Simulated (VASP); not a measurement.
SmHf3As: single point with PBE

SmHf3As:

```
Sm Hf As
1.0
     4.55555    0.00000    0.00000
    -2.27777    3.94522    0.00000
     0.00000    0.00000    6.73202
Sm Hf As
1 3 1
Direct
  0.00000 0.00000 0.50000
  0.50000 0.00000 0.00000
  0.00000 0.50000 0.00000
  0.50000 0.50000 0.00000
  0.00000 0.00000 0.00000
```

The cell was built from a structure type or drawn by symmetry, and may not be a known phase.

- Program: VASP 6.6.1
- Task: single point
- Functional: PBE
- Potentials or basis: VASP PAW PBE potentials, release 64 (Sm_3, Hf_pv, As), 4f in core
- Cutoff: 500 eV
- k mesh: 6 × 6 × 4
- Occupations: gaussian, width 0.1 eV
- Spin: no spin polarisation

```json
{
  "Pressure": "64.5 GPa",
  "Band gap on the k mesh": "zero (bands 23 and 24 overlap by 1.16 eV)"
}
```

Stress tensor (GPa, compression positive):
```
104.46   0.00   0.00
  0.00 104.46   0.00
  0.00   0.00 -15.43
```

Levels at points of the mesh, in eV from the Fermi level:
| k point | band 19 | band 20 | band 21 | band 22 | band 23 | band 24 | band 25 | band 26 | band 27 | band 28 |
| --- | --- | --- | --- | --- | --- | --- | --- | --- | --- | --- |
| (0.00, 0.00, 0.00) | -3.30 | -3.24 | -1.81 | -1.81 | -0.22 | -0.22 | 0.08 | 1.01 | 1.01 | 2.63 |
| (0.50, 0.00, 0.00) | -1.91 | -1.47 | -1.33 | -0.87 | -0.23 | 0.85 | 2.09 | 2.63 | 2.63 | 2.93 |
| (0.00, 0.00, 0.50) | -3.29 | -2.28 | -1.61 | -1.61 | -1.41 | -0.44 | -0.44 | 1.20 | 1.20 | 2.39 |
| (0.50, 0.00, 0.50) | -2.15 | -1.66 | -0.59 | 0.11 | 0.25 | 0.36 | 1.33 | 2.44 | 2.51 | 2.60 |

It took 47 s on 1 thread of Intel(R) Xeon(R) 6975P-C (Granite Rapids) (shared host), peak memory 0.28 GiB.

Caveat: the cell stands under pressure; spin-orbit coupling is left out, which moves the levels of the heavy elements; the 4f electrons are frozen in the core, so they carry no moment and show no levels. Spin polarisation is off, so any magnetic state and its effect on volume and gap are missing.
